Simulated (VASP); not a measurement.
# GaSb2 (P6/mmm) in VASP: further runs, part 2 of 2

VASP 6.6.1.

**3. Relaxation of cell and atoms, PBE**

This run uses another cell than the first one, of 26.33 Å³/atom.

INCAR

```
SYSTEM = GaSb2
PREC = Accurate
ENCUT = 600
EDIFF = 1E-6
ISMEAR = 0
SIGMA = 0.1
LREAL = .FALSE.
LASPH = .TRUE.
NELM = 60
ALGO = Normal
ISIF = 3
LWAVE = .FALSE.
LCHARG = .FALSE.
GGA = PE
IBRION = 2
NSW = 90
EDIFFG = -0.04
```

KPOINTS

```
regular mesh
0
G
  6 6 6
  0 0 0
```

POSCAR

```
GaSb2
1.0
    5.2672205928      0.0000000000      0.0000000000
   -2.6336102964      4.5615468407      0.0000000000
    0.0000000000      0.0000000000      3.2871257246
Ga Sb
1 2
Direct
    0.0000000000      0.0000000000      0.0000000000
    0.3333333333      0.6666666667      0.5000000000
    0.6666666667      0.3333333333      0.5000000000
```

Potentials or basis: VASP PAW PBE potentials, release 64 (Ga_d, Sb).

Command:

```console
> cat potpaw_PBE.64/Ga_d/POTCAR potpaw_PBE.64/Sb/POTCAR > POTCAR
> mpirun -np 1 vasp_std > vasp.out
```

Run time: 2.5 min. Hardware: 1 thread of Intel Xeon 8259CL, shared host; peak memory 0.25 GiB.

Results (log left out):

```
Free energy                           : -10.7419 eV
Relaxed volume                        : 26.79 Å³/atom
Relaxed cell                          : a = 5.373 Å, b = 5.373 Å, c = 3.215 Å, α = 90.00°, β = 90.00°, γ = 120.00°
Space group after relaxing (to 0.1 Å) : P6/mmm (No. 191)
Energy gained by relaxing             : 8.4 meV/atom
Ionic steps                           : 6
Pressure after relaxing               : -0.2 GPa
Band gap on the k mesh                : zero (an odd number of electrons rules out a gap without spin polarisation)
```

The path:
```tsv
step	energy change (eV)	largest force (eV/Å)	pressure (GPa)	volume (Å³)
1	0.0000	0.0000	0.97	78.98
2	-0.0118	0.0000	-0.21	80.82
3	-0.0128	0.0000	-0.63	81.48
4	-0.0198	0.0000	-0.93	81.69
5	-0.0200	0.0000	-0.94	81.73
6	-0.0252	0.0000	-0.19	80.38
```

Final structure:
```cif
data_structure
_symmetry_space_group_name_H-M 'P 1'
_symmetry_Int_Tables_number 1
_cell_length_a 5.3726
_cell_length_b 5.3726
_cell_length_c 3.2153
_cell_angle_alpha 90.000
_cell_angle_beta 90.000
_cell_angle_gamma 120.000
_cell_volume 80.38
loop_
_atom_site_label
_atom_site_type_symbol
_atom_site_fract_x
_atom_site_fract_y
_atom_site_fract_z
_atom_site_occupancy
Ga1 Ga 0.00000 0.00000 0.00000 1
Sb1 Sb 0.33333 0.66667 0.50000 1
Sb2 Sb 0.66667 0.33333 0.50000 1
```

Levels at points of the mesh, in eV from the Fermi level:
```
           k point  band 8  band 9  band 10  band 11  band 12  band 13  band 14  band 15
(0.00, 0.00, 0.00)   -5.12   -3.84    -3.84    -2.33    -2.33     2.26     5.83     6.11
(0.50, 0.00, 0.00)   -6.70   -5.04    -0.32     0.41     1.71     2.54     3.41     3.42
(0.00, 0.00, 0.50)   -5.64   -2.05    -2.05    -1.98    -1.66    -0.23     0.97     0.97
(0.50, 0.00, 0.50)   -4.80   -4.76    -2.79    -2.65    -2.64     0.74     2.40     2.92
```

Caveat: spin-orbit coupling is left out, which moves the levels of the heavy elements; an odd number of electrons without spin polarisation forces a metal; a magnetic or distorted state may lie lower.

**4. Single point, PBE**

This run uses another cell than the first one, of 26.43 Å³/atom.

INCAR

```
ALGO = Normal
EDIFF = 1E-7
ENCUT = 520
GGA = PE
ISIF = 2
ISMEAR = 0
LASPH = True
LCHARG = True
LELF = True
LREAL = False
LVHAR = True
LWAVE = False
NBANDS = 18
NELM = 80
PREC = Accurate
SIGMA = 0.1
```

KPOINTS

```
k-points
0
Gamma
  12 12 14
```

POSCAR

```
GaSb2
1.0
    5.3906220552      0.0000000000      0.0000000000
   -2.6953110276      4.6684156420      0.0000000000
    0.0000000000      0.0000000000      3.1511947230
Ga Sb
1 2
Direct
    0.0000000000      0.0000000000      0.0000000000
    0.3333333333      0.6666666667      0.5000000000
    0.6666666667      0.3333333333      0.5000000000
```

Potentials or basis: VASP PAW PBE potentials, release 64 (Ga_d, Sb).

Command:

```console
> cat potpaw_PBE.64/Ga_d/POTCAR potpaw_PBE.64/Sb/POTCAR > POTCAR
> mpirun -np 1 vasp_std > vasp.out
```

OUTCAR:

```text
EDIFF = 1E-7
   ENCUT = 520
   GGA = PE
   ISIF = 2
   ISMEAR = 0
   LASPH = True
   LREAL = False
   NELM = 80
   PREC = Accurate

 ion  position               nearest neighbor table
   1  0.000  0.000  0.000-
   2  0.333  0.667  0.500-   3 3.11   3 3.11   3 3.11
   3  0.667  0.333  0.500-   2 3.11   2 3.11   2 3.11

  LATTYP: Found a hexagonal cell.
 ALAT       =     5.3906220552
 C/A-ratio  =     0.5845697752

  Lattice vectors:
[... 193 lines left out ...]
      4      -8.0147      2.00000
      5      -8.0147      2.00000
      6      -5.4031      2.00000
[... 481 lines left out ...]
      5      -8.0178      2.00000
      6      -4.6874      2.00000
[... 10 lines left out ...]
     17      13.5594      0.00000
     18      14.9936      0.00000

 [... further k-points ...]
[... 5 lines left out ...]
  --------------------------------------------------------------------------------------
  -------------------------------------------------------------------------------------
  Total       -0.0142525     -0.0142525     -0.0176176      0.0000000      0.0000000      0.0000000
  in kB       -0.2879514     -0.2879514     -0.3559380      0.0000000      0.0000000      0.0000000
  external PRESSURE =      -0.3106136 kB  Pullay stress =       0.0000000 kB

 VOLUME and BASIS-vectors are now :
 -----------------------------------------------------------------------------
  energy-cutoff  :      520.00
  volume of cell :       79.30
      direct lattice vectors                 reciprocal lattice vectors
     5.390622055  0.000000000  0.000000000     0.185507348  0.107102717  0.000000000
    -2.695311028  4.668415642  0.000000000     0.000000000  0.214205434  0.000000000
     0.000000000  0.000000000  3.151194723     0.000000000  0.000000000  0.317339958

 POSITION                                       TOTAL-FORCE (eV/Angst)
 -----------------------------------------------------------------------------------
      0.00000      0.00000      0.00000         0.000000      0.000000      0.000000
     -0.00000      3.11228      1.57560        -0.000000      0.000000     -0.000000
      2.69531      1.55614      1.57560         0.000000     -0.000000      0.000000
 -----------------------------------------------------------------------------------
    total drift:                                0.000000     -0.000000      0.000000

  FREE ENERGIE OF THE ION-ELECTRON SYSTEM (eV)
  ---------------------------------------------------
  free  energy   TOTEN  =       -10.8118104651 eV

  energy  without entropy=      -10.8041588383  energy(sigma->0) =      -10.80798465
```

Wall time 2.5 min (1 thread of Intel Xeon 8259CL, shared host); peak memory 0.35 GiB.

What came out:

```yaml
Free_energy: -10.8118 eV
Pressure: 0.0 GPa
Band_gap_on_the_k_mesh: zero (an odd number of electrons rules out a gap without spin polarisation)
```

Caveat: spin-orbit coupling is left out, which moves the levels of the heavy elements; an odd number of electrons without spin polarisation forces a metal; a magnetic or distorted state may lie lower.

**5. Relaxation of cell and atoms, PBE**

This run uses another cell than the first one, of 26.82 Å³/atom.

INCAR

```
SYSTEM = GaSb2
PREC = Accurate
ENCUT = 600
EDIFF = 1E-7
ISMEAR = 0
SIGMA = 0.1
LREAL = .FALSE.
LASPH = .TRUE.
NELM = 100
ALGO = Normal
ISIF = 3
LWAVE = .FALSE.
LCHARG = .FALSE.
GGA = PE
IBRION = 2
NSW = 100
EDIFFG = -0.01
```

KPOINTS

```
regular mesh
0
G
  12 12 14
  0 0 0
```

POSCAR

```
GaSb2
1.0
    5.3757086175      0.0000000000      0.0000000000
   -2.6878543088      4.6555002261      0.0000000000
    0.0000000000      0.0000000000      3.2144785737
Ga Sb
1 2
Direct
    0.0000000000      0.0000000000      0.0000000000
    0.3333333333      0.6666666667      0.5000000000
    0.6666666667      0.3333333333      0.5000000000
```

Command:

```console
> cat potpaw_PBE.64/Ga_d/POTCAR potpaw_PBE.64/Sb/POTCAR > POTCAR
> mpirun -np 1 vasp_std > vasp.out
```

Run time: 11 min. Hardware: 1 thread of Intel Xeon 8259CL, shared host; peak memory 0.43 GiB.

It converged, with:

| Property | Result |
| --- | --- |
| Free energy | -10.8118 eV |
| Relaxed volume | 26.41 Å³/atom |
| Relaxed cell | a = 5.390 Å, b = 5.390 Å, c = 3.149 Å, α = 90.00°, β = 90.00°, γ = 120.00° |
| Space group after relaxing (to 0.1 Å) | P6/mmm (No. 191) |
| Energy gained by relaxing | 3.9 meV/atom |
| Ionic steps | 5 |
| Pressure after relaxing | 0.0 GPa |
| Band gap on the k mesh | zero (an odd number of electrons rules out a gap without spin polarisation) |

Step by step:
```tsv
step	energy change (eV)	largest force (eV/Å)	pressure (GPa)	volume (Å³)
1	0.0000	0.0000	-0.59	80.45
2	-0.0115	0.0000	-0.03	79.30
3	-0.0118	0.0000	0.06	79.13
4	-0.0118	0.0000	0.08	79.11
5	-0.0118	0.0000	0.00	79.24
```

Final structure:
```
CELL_PARAMETERS angstrom
5.39009 0.00000 0.00000
-2.69504 4.66795 0.00000
0.00000 0.00000 3.14916
ATOMIC_POSITIONS crystal
Ga 0.00000 0.00000 0.00000
Sb 0.33333 0.66667 0.50000
Sb 0.66667 0.33333 0.50000
```

Levels at points of the mesh, in eV from the Fermi level:
| k point | band 8 | band 9 | band 10 | band 11 | band 12 | band 13 | band 14 | band 15 |
| --- | --- | --- | --- | --- | --- | --- | --- | --- |
| (0.00, 0.00, 0.00) | -5.15 | -3.86 | -3.86 | -2.37 | -2.37 | 2.79 | 6.30 | 6.58 |
| (0.50, 0.00, 0.00) | -6.74 | -5.06 | -0.37 | 0.31 | 1.62 | 2.52 | 3.42 | 3.92 |
| (0.00, 0.00, 0.50) | -5.50 | -2.17 | -1.90 | -1.90 | -1.61 | -0.23 | 1.11 | 1.11 |
| (0.50, 0.00, 0.50) | -4.83 | -4.70 | -2.69 | -2.63 | -2.55 | 0.84 | 2.44 | 3.01 |

Caveat: spin-orbit coupling is left out, which moves the levels of the heavy elements; an odd number of electrons without spin polarisation forces a metal; a magnetic or distorted state may lie lower.

**6. Summary**

```csv
task,cell,k mesh,cutoff (eV),gap on the mesh (eV),pressure (GPa),relaxed volume (Å³/atom)
relaxation of cell and atoms,"relaxed from a = 4.268, b = 4.268, c = 4.607 Å, angles 90.0, 90.0, 120.0°, 3 atoms",6 × 6 × 4,600,none,0.0,26.19
relaxation of cell and atoms,"relaxed from a = 5.267, b = 5.267, c = 3.287 Å, angles 90.0, 90.0, 120.0°, 3 atoms",6 × 6 × 6,600,none,-0.2,26.79
single point,"a = 5.391, b = 5.391, c = 3.151 Å, angles 90.0, 90.0, 120.0°, 3 atoms",12 × 12 × 14,520,none,0.0,-
relaxation of cell and atoms,"relaxed from a = 5.376, b = 5.376, c = 3.214 Å, angles 90.0, 90.0, 120.0°, 3 atoms",12 × 12 × 14,600,none,0.0,26.41
```

Alike in all rows: level PBE; potentials or basis VASP PAW PBE potentials, release 64 (Ga_d, Sb); no spin polarisation; smearing gaussian 0.1 eV.

Caveats: spin-orbit coupling is left out, which moves the levels of the heavy elements; an odd number of electrons without spin polarisation forces a metal; a magnetic or distorted state may lie lower; a cell axis changed by over 15 % at a fixed basis, so the end point is rough (at least some runs).

Total energies depend on the potentials used, so only differences within one code and one set of settings carry meaning.
